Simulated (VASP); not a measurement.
Input of a VASP 6.6.1 run:

The input INCAR:

```
PREC = Accurate
ENCUT = 520
EDIFF = 1E-6
ISMEAR = 0
SIGMA = 0.05
LREAL = False
LASPH = True
NELM = 200
ALGO = Normal
ISIF = 2
LWAVE = False
LCHARG = False
ISPIN = 2
MAGMOM = 0 0 0 0 0 0 1
LORBIT = 11
LDIPOL = True
IDIPOL = 3
DIPOL = 0.5 0.5 0.348
GGA = PE
NBANDS = 40
GGA_COMPAT = False
NELMDL = -8
```

KPOINTS

```
regular mesh
0
Gamma
  8 8 1
```

The input POSCAR:

```
Ga3HN3
1.0
    3.2165072845      0.0000000000      0.0000000000
    0.0000000000      3.2165072845      0.0000000000
    0.0000000000      0.0000000000     21.2198073008
N Ga H
3 3 1
Direct
    0.0000000000      0.5000000000      0.1885031256
    0.5000000000      0.0000000000      0.2956866679
    0.0000000000      0.5000000000      0.4029970648
    0.5000000000      0.5000000000      0.2420948967
    0.0000000000      0.0000000000      0.3470972837
    0.5000000000      0.5000000000      0.4580535140
    1.0000000000      0.8750000000      0.5034175816
```

Potentials or basis: VASP PAW PBE potentials, release 64 (N, Ga_d, H).

Run with:

```console
$ cat potpaw_PBE.64/N/POTCAR potpaw_PBE.64/Ga_d/POTCAR potpaw_PBE.64/H/POTCAR > POTCAR
$ mpirun -np 1 vasp_std > vasp.out
```

Question: What does it give for the net moment?

Answer: 0.12 μB per cell.

Question: Estimate the site moments.

Answer: N +0.06, +0.01, +0.00; Ga +0.01, +0.00 (each value once); H +0.00 μB.

Question: Estimate the largest force.

Answer: 2.196 eV/Å.

Forces on the atoms (eV/Å):
```
N    0.000  0.078  1.528
N    0.000 -0.109  0.612
N    0.000 -0.692 -0.338
Ga   0.000 -0.038 -2.196
Ga   0.000  0.120  0.083
Ga   0.000  0.763  0.312
H    0.000 -0.122 -0.001
```
